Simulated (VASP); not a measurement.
**OsSe: single point with PBE**

The system is OsSe.

```
CELL_PARAMETERS angstrom
0.00000 2.77134 2.77134
2.77134 0.00000 2.77134
2.77134 2.77134 0.00000
ATOMIC_POSITIONS crystal
Os 0.00000 0.00000 0.00000
Se 0.25000 0.25000 0.25000
```

```
Program                : VASP 6.6.1
Task                   : single point
Functional             : PBE
Potentials or basis    : VASP PAW PBE potentials, release 64 (Os, Se)
Cutoff                 : 520 eV
k mesh                 : 10 × 10 × 10
Occupations            : gaussian, width 0.05 eV
Spin                   : collinear spin
Starting moments       : [0.05, 0.0] μB
Dipole correction      : no
Further INCAR settings : ALGO = Normal; EDIFF = 1e-06; NBANDS = 18
```

```
Pressure                                              : -1.9 GPa
Band gap on the k mesh                                : zero (filled and empty bands overlap)
Net moment                                            : 0.01 μB per cell
Valence electrons inside the program's atomic spheres : Os 7.24; Se 3.91
```

Levels at points of the mesh, in eV from the Fermi level:
Spin up:
| k point | band 3 | band 4 | band 5 | band 6 | band 7 | band 8 | band 9 | band 10 | band 11 | band 12 |
| --- | --- | --- | --- | --- | --- | --- | --- | --- | --- | --- |
| (0.00, 0.00, 0.00) | -5.75 | -5.75 | -1.79 | -1.79 | 0.81 | 3.80 | 3.80 | 3.80 | 7.02 | 7.02 |
| (0.50, 0.00, 0.00) | -5.35 | -5.35 | -1.48 | -1.48 | -1.37 | 1.55 | 1.55 | 3.19 | 8.53 | 8.68 |
| (0.50, 0.50, 0.00) | -4.55 | -4.55 | -2.40 | -1.51 | -1.07 | -0.36 | -0.36 | 5.62 | 6.47 | 10.25 |
Spin down:
| k point | band 5 | band 6 | band 7 | band 8 | band 9 | band 10 |
| --- | --- | --- | --- | --- | --- | --- |
| (0.00, 0.00, 0.00) | -1.78 | -1.78 | 0.81 | 3.80 | 3.80 | 3.80 |
| (0.50, 0.00, 0.00) | -1.48 | -1.48 | -1.37 | 1.55 | 1.55 | 3.19 |
| (0.50, 0.50, 0.00) | -2.40 | -1.51 | -1.07 | -0.36 | -0.36 | 5.62 |

Wall time 92 s on 1 thread of AMD EPYC 7R13, on a shared host, peak memory 0.2 GiB.

Caveat: spin-orbit coupling is left out, which moves the levels of the heavy elements.
